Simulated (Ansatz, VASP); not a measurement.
## One calculation of Be, two programs

```
Be
1.0
    -1.26669    1.26669    1.26669
     1.26669   -1.26669    1.26669
     1.26669    1.26669   -1.26669
Be
1
Cartesian
  0.0000 0.0000 0.0000
```

Change from the starting cell: volume scaled by 1.04, PAW files.

Alike in both runs: task electric field gradients; functional PBE; k mesh 20 × 20 × 20; occupations fermi-dirac, width 0.05 eV; no spin polarisation.

```csv
,VASP,Ansatz
version,VASP 6.6.1,Ansatz 0.2.0
potentials or method,"VASP PAW PBE potentials, release 64 (Be)","PAW with Ansatz's default frozen-core files, scalar-relativistic"
plane-wave cutoff (eV),520,420
valence electrons in the cell,2,2
```

```csv
,VASP,Ansatz,Ansatz less VASP
pressure (GPa),-4.4,-4.6,-0.14
```
